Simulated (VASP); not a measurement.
# WS2 (P6_3/mmc) in VASP: notebook

The runs below take WS2 through single point, with r2SCAN, PBE.

Everything below comes from runs of VASP 6.6.1. Logs are shortened: lines on timing, memory, paths and dates and some standing lists are left out, and cuts for length are marked.

## Step 1: The cell of the first run

It takes space group P6_3/mmc (No. 194, hexagonal). The conventional cell has a = 3.170 Å, b = 3.170 Å, c = 12.366 Å, α = 90.00°, β = 90.00°, γ = 120.00°. Within 3.2 Å of W (site symmetry -6m2) lie 6 S at 2.41 Å and 6 W at 3.17 Å. S (site symmetry 3m) has 3 W at 2.41 Å and 7 S at 3.12 to 3.17 Å within 3.2 Å.

## Step 2: Single point, r2SCAN (uniaxial z strain -1.0%)

POSCAR

```
WS2
1.0
    3.1699462934      0.0000000000      0.0000000000
   -1.5849731467      2.7452540187      0.0000000000
    0.0000000000      0.0000000000     12.3661598469
W S
2 4
Direct
    0.3333333333      0.6666666667      0.2500000000
    0.6666666667      0.3333333333      0.7500000000
    0.6666666667      0.3333333333      0.3762748988
    0.6666666667      0.3333333333      0.1237251012
    0.3333333333      0.6666666667      0.8762748988
    0.3333333333      0.6666666667      0.6237251012
```

INCAR.step1

```
SYSTEM = WS2
ALGO = Normal
EDIFF = 1E-5
ENCUT = 550
GGA = PE
GGA_COMPAT = .FALSE.
ISMEAR = 0
LASPH = .TRUE.
LCHARG = .FALSE.
LREAL = .FALSE.
LWAVE = .TRUE.
NBANDS = 35
NELM = 120
PREC = Accurate
SIGMA = 0.01
```

INCAR.step2

```
SYSTEM = WS2
ALGO = Normal
EDIFF = 1E-6
ENCUT = 550
GGA_COMPAT = .FALSE.
ISIF = 2
ISMEAR = 0
ISTART = 1
LASPH = .TRUE.
LCHARG = .FALSE.
LMIXTAU = .TRUE.
LREAL = .FALSE.
LWAVE = .FALSE.
METAGGA = R2SCAN
NBANDS = 35
NELM = 120
PREC = Accurate
SIGMA = 0.01
```

KPOINTS

```
k-points
0
G
  12 12 2
  0 0 0
```

Potentials or basis: VASP PAW PBE potentials, release 64 (W_sv, S).

Launch:

```sh
cat potpaw_PBE.64/W_sv/POTCAR potpaw_PBE.64/S/POTCAR > POTCAR
cp INCAR.step1 INCAR
mpirun -np 1 vasp_std > vasp.out
cp INCAR.step2 INCAR
mpirun -np 1 vasp_std > vasp.out
```

OUTCAR:

```text
SYSTEM = WS2
   EDIFF = 1E-6
   ENCUT = 550
   ISIF = 2
   ISMEAR = 0
   ISTART = 1
   LASPH = .TRUE.
   LREAL = .FALSE.
   METAGGA = R2SCAN
   NELM = 120
   PREC = Accurate

 ion  position               nearest neighbor table
   1  0.333  0.667  0.250-   3 2.41   4 2.41   3 2.41   4 2.41   3 2.41   4 2.41
   2  0.667  0.333  0.750-   5 2.41   6 2.41   5 2.41   6 2.41   5 2.41   6 2.41
   3  0.667  0.333  0.376-   1 2.41   1 2.41   1 2.41
   4  0.667  0.333  0.124-   1 2.41   1 2.41   1 2.41
   5  0.333  0.667  0.876-   2 2.41   2 2.41   2 2.41
   6  0.333  0.667  0.624-   2 2.41   2 2.41   2 2.41

  LATTYP: Found a hexagonal cell.
 ALAT       =     3.1699462934
 C/A-ratio  =     3.9010628895

  Lattice vectors:

 A1 = (   3.1699462934,   0.0000000000,   0.0000000000)
 A2 = (  -1.5849731467,   2.7452540187,   0.0000000000)
 A3 = (   0.0000000000,   0.0000000000,  12.3661598469)

Analysis of symmetry for initial positions (statically):
=====================================================================
 Subroutine PRICEL returns:
 Original cell was already a primitive cell.

 Routine SETGRP: Setting up the symmetry group for a
 hexagonal supercell.

 Subroutine GETGRP returns: Found 24 space group operations
 (whereof 12 operations were pure point group operations)
 out of a pool of 24 trial point group operations.

The static configuration has the point symmetry D_3d.
 The point group associated with its full space group is D_6h.

Analysis of symmetry for dynamics (positions and initial velocities):
=====================================================================
 Subroutine PRICEL returns:
 Original cell was already a primitive cell.

 Routine SETGRP: Setting up the symmetry group for a
 hexagonal supercell.

 Subroutine GETGRP returns: Found 24 space group operations
 (whereof 12 operations were pure point group operations)
 out of a pool of 24 trial point group operations.

The dynamic configuration has the point symmetry D_3d.
 The point group associated with its full space group is D_6h.

 Subroutine INISYM returns: Found 24 space group operations
 (whereof 12 operations are pure point group operations),
 and found     1 'primitive' translations

----------------------------------------------------------------------------------------

                                     Primitive cell

  volume of cell :     107.6141

  direct lattice vectors                    reciprocal lattice vectors
     3.169946293  0.000000000  0.000000000     0.315462758  0.182132508  0.000000000
    -1.584973147  2.745254019  0.000000000     0.000000000  0.364265016  0.000000000
     0.000000000  0.000000000 12.366159847     0.000000000  0.000000000  0.080865848

  length of vectors
     3.169946293  3.169946293 12.366159847     0.364265016  0.364265016  0.080865848

  position of ions in fractional coordinates (direct lattice)
     0.333333333  0.666666667  0.250000000
     0.666666667  0.333333333  0.750000000
     0.666666667  0.333333333  0.376274899
     0.666666667  0.333333333  0.123725101
     0.333333333  0.666666667  0.876274899
     0.333333333  0.666666667  0.623725101

  ion indices of the primitive-cell ions
   primitive index   ion index
                 1           1
                 2           2
                 3           3
                 4           4
                 5           5
                 6           6

----------------------------------------------------------------------------------------

 KPOINTS: k-points

Automatic generation of k-mesh.
 Grid dimensions read from file:
 generate k-points for:   12   12    2

 Generating k-lattice:

  Cartesian coordinates                     Fractional coordinates (reciprocal lattice)
     0.026288563  0.015177709  0.000000000     0.083333333  0.000000000  0.000000000
     0.000000000  0.030355418  0.000000000     0.000000000  0.083333333  0.000000000
     0.000000000  0.000000000  0.040432924     0.000000000  0.000000000  0.500000000

  Length of vectors
     0.030355418  0.030355418  0.040432924

  Shift w.r.t. Gamma in fractional coordinates (k-lattice)
     0.000000000  0.000000000  0.000000000

 Subroutine IBZKPT returns following result:
 ===========================================

 Found     38 irreducible k-points:

 Following reciprocal coordinates:
            Coordinates               Weight
  0.000000  0.000000  0.000000      1.000000
  0.083333  0.000000  0.000000      6.000000
  0.166667  0.000000  0.000000      6.000000
  0.250000  0.000000  0.000000      6.000000
  0.333333  0.000000  0.000000      6.000000
  0.416667  0.000000  0.000000      6.000000
[... 16 lines left out ...]
  0.250000  0.000000  0.500000      6.000000
  0.333333  0.000000  0.500000      6.000000
 [... further k-points ...]
   k-points           NKPTS =     38   k-points in BZ     NKDIM =     38   number of bands    NBANDS=     35
   number of dos      NEDOS =    301   number of ions     NIONS =      6
   total plane-waves  NPLWV =  55296
   dimension x,y,z NGX =    24 NGY =   24 NGZ =   96
   dimension x,y,z NGXF=    48 NGYF=   48 NGZF=  192
   ions per type =               2   4
   NGX,Y,Z   is equivalent  to a cutoff of  12.59, 12.59, 12.91 a.u.
   NGXF,Y,Z  is equivalent  to a cutoff of  25.17, 25.17, 25.81 a.u.
 SYSTEM =  WS2
   PREC   = accura    normal or accurate (medium, high low for compatibility)
   ISTART =      1    job   : 0-new  1-cont  2-samecut
   ICHARG =      0    charge: 1-file 2-atom 10-const
   ISPIN  =      1    spin polarized calculation?
   LNONCOLLINEAR =      F non collinear calculations
   LSORBIT =      F    spin-orbit coupling
   LASPH  =      T    aspherical Exc in radial PAW
   ENCUT  =  550.0 eV  40.42 Ry    6.36 a.u.   6.06  6.06 23.65*2*pi/ulx,y,z
   NELM   =    120;   NELMIN=  2; NELMDL=  0     # of ELM steps
   EDIFF  = 0.1E-05   stopping-criterion for ELM
   LREAL  =      F    real-space projection
   EDIFFG = 0.1E-04   stopping-criterion for IOM
   NSW    =      0    number of steps for IOM
   IBRION =     -1    ionic relax: 0-MD 1-quasi-New 2-CG
   NFREE  =      0    steps in history (QN), initial steepest desc. (CG)
   ISIF   =      2    stress and relaxation
   ISYM   =      2    0-nonsym 1-usesym 2-fastsym
   POTIM  = 0.5000    time-step for ionic-motion
   TEBEG  =    0.0;   TEEND  =   0.0 temperature during run
   PSTRESS=    0.0 pullay stress
   NELECT =      52.0000    total number of electrons
   NUPDOWN=      -1.0000    fix difference up-down
   EMIN   =  10.00;   EMAX   =-10.00  energy-range for DOS
   EFERMI =   0.00;   METHOD = LEGACY
   ISMEAR =     0;   SIGMA  =   0.01  broadening in eV -4-tet -1-fermi 0-gaus
   EFERMI_NEDOS =   21; number of points for ismear=-14 and -15
   IALGO  =     38    algorithm
   IMIX   =      4    mixing-type and parameters
     AMIX     =   0.40;   BMIX     =  1.00
     AMIX_MAG =   1.60;   BMIX_MAG =  1.00
  volume/ion in A,a.u.               =      17.94       121.04
  Fermi-wavevector in a.u.,A,eV,Ry     =   1.284654  2.427644 22.454184  1.650336
  Thomas-Fermi vector in A             =   2.416835
   LORBIT       =      0    0 simple, 1 ext, 2 COOP (PROOUT), +10 PAW based schemes
   METAGGA = R2SCAN    functional components
   LHFCALC =     F    Hartree Fock is set to
   AEXX    =    0.0000 exact exchange contribution
   IVDW    =     0    specifies the selected vdW correction
   LEPSILON=     F    determine dielectric tensor
   LRPA    =     F    only Hartree local field effects (RPA)
 non-spin polarized calculation
 Gauss-broadening in eV      SIGMA  =   0.01
  energy-cutoff  :      550.00
  volume of cell :      107.61
 maximum number of plane-waves:      3198
   NGX = 13   NGY = 13   NGZ = 47

 number of electron      51.9999997 magnetization

 Free energy of the ion-electron system (eV)
  ---------------------------------------------------
  ext. energy  EPLUGINS =         0.00000000
  ---------------------------------------------------
  free energy    TOTEN  =      -140.12875666 eV

  energy without entropy =     -140.12875666  energy(sigma->0) =     -140.12875666

 E-fermi :   7.4149     XC(G=0): -11.5955

 val. band max:        7.2347703930   @ k =   0.0000   0.0000   0.0000
 cond. band min:       8.3508449731   @ k =   0.1667   0.1667   0.0000
 fundamental gap:      1.1160745801
 Fermi energy:         7.4148769360

 k-point     1 :       0.0000    0.0000    0.0000
  band No.  band energies     occupation
      1     -69.4004      2.00000
      2     -69.4003      2.00000
      3     -32.9988      2.00000
      4     -32.9987      2.00000
      5     -32.8320      2.00000
      6     -32.8320      2.00000
[... 27 lines left out ...]
     34       9.8719      0.00000
     35      12.4109      0.00000

 k-point     2 :       0.0833    0.0000    0.0000
  band No.  band energies     occupation
      1     -69.3990      2.00000
      2     -69.3990      2.00000
      3     -32.9941      2.00000
      4     -32.9940      2.00000
      5     -32.8576      2.00000
      6     -32.8576      2.00000
[... 27 lines left out ...]
     34       9.8846      0.00000
     35      12.9554      0.00000

 k-point     3 :       0.1667    0.0000    0.0000
  band No.  band energies     occupation
      1     -69.3953      2.00000
      2     -69.3953      2.00000
      3     -32.9812      2.00000
      4     -32.9812      2.00000
      5     -32.9268      2.00000
      6     -32.9268      2.00000
[... 27 lines left out ...]
     34      10.4366      0.00000
     35      14.0728      0.00000
[... 723 lines left out ...]
 k-point    23 :       0.2500    0.0000    0.5000
  band No.  band energies     occupation
      1     -69.3902      2.00000
      2     -69.3902      2.00000
      3     -33.0200      2.00000
      4     -33.0200      2.00000
      5     -32.9636      2.00000
      6     -32.9636      2.00000
[... 27 lines left out ...]
     34      10.9114      0.00000
     35      14.3925      0.00000

 k-point    24 :       0.3333    0.0000    0.5000
  band No.  band energies     occupation
      1     -69.3852      2.00000
      2     -69.3852      2.00000
      3     -33.1119      2.00000
      4     -33.1119      2.00000
      5     -32.9459      2.00000
      6     -32.9459      2.00000
[... 27 lines left out ...]
     34      11.2895      0.00000
     35      13.5936      0.00000

 [... further k-points ...]

------------------------ aborting loop because EDIFF is reached ----------------------------------------

  FORCE on cell =-STRESS in cart. coord.  units (eV):
  Direction    XX          YY          ZZ          XY          YZ          ZX
  --------------------------------------------------------------------------------------
  -------------------------------------------------------------------------------------
  Total        1.1279680      1.1279680      1.2347914     -0.0000000     -0.0000000     -0.0000000
  in kB       16.7933776     16.7933776     18.3837822     -0.0000000     -0.0000000     -0.0000000
  external PRESSURE =      17.3235125 kB  Pullay stress =       0.0000000 kB

 VOLUME and BASIS-vectors are now :
 -----------------------------------------------------------------------------
  energy-cutoff  :      550.00
  volume of cell :      107.61
      direct lattice vectors                 reciprocal lattice vectors
     3.169946293  0.000000000  0.000000000     0.315462758  0.182132508  0.000000000
    -1.584973147  2.745254019  0.000000000     0.000000000  0.364265016  0.000000000
     0.000000000  0.000000000 12.366159847     0.000000000  0.000000000  0.080865848

 POSITION                                       TOTAL-FORCE (eV/Angst)
 -----------------------------------------------------------------------------------
     -0.00000      1.83017      3.09154         0.000000      0.000000     -0.000000
      1.58497      0.91508      9.27462        -0.000000     -0.000000     -0.000000
      1.58497      0.91508      4.65308         0.000000     -0.000000     -0.029297
      1.58497      0.91508      1.53000        -0.000000     -0.000000      0.029297
     -0.00000      1.83017     10.83616         0.000000     -0.000000     -0.029297
     -0.00000      1.83017      7.71308        -0.000000      0.000000      0.029297
 -----------------------------------------------------------------------------------
    total drift:                               -0.000000      0.000000     -0.000000

  FREE ENERGIE OF THE ION-ELECTRON SYSTEM (eV)
  ---------------------------------------------------
  free  energy   TOTEN  =      -140.1287566598 eV

  energy  without entropy=     -140.1287566598  energy(sigma->0) =     -140.12875666
```

Run time: 11 min. Hardware: 1 thread of Intel Xeon 8259CL, shared host; peak memory 0.32 GiB.

What came out:

```
Free energy            : -140.1288 eV
Pressure               : 1.7 GPa
Largest force          : 0.029 eV/Å
Band gap on the k mesh : 1.12 eV (least direct gap 1.89 eV)
```

Forces in eV/Å, atoms in the order of the input:
```
W    0.000  0.000  0.000
W    0.000  0.000  0.000
S    0.000  0.000 -0.029
S    0.000  0.000  0.029
S    0.000  0.000 -0.029
S    0.000  0.000  0.029
```

Levels at points of the mesh, in eV from the valence-band top:
```
           k point  band 23  band 24  band 25  band 26  band 27  band 28  band 29  band 30
(0.00, 0.00, 0.00)    -2.43    -1.67    -1.19     0.00     2.40     2.40     2.41     2.41
(0.50, 0.00, 0.00)    -2.20    -2.01    -1.81    -1.62     2.34     2.39     2.69     2.93
(0.00, 0.00, 0.50)    -2.45    -2.45    -0.33    -0.33     2.39     2.39     2.39     2.39
(0.50, 0.00, 0.50)    -2.11    -2.11    -1.70    -1.70     2.36     2.36     2.83     2.83
```

Caveat: the cell differs from its parent crystal (uniaxial z strain -1.0%); the PAW data sets were made with another functional, which shifts forces and pressure a little; spin-orbit coupling is left out, which moves the levels of the heavy elements. A k mesh can miss the band edges.

[end of part 1 of 3]
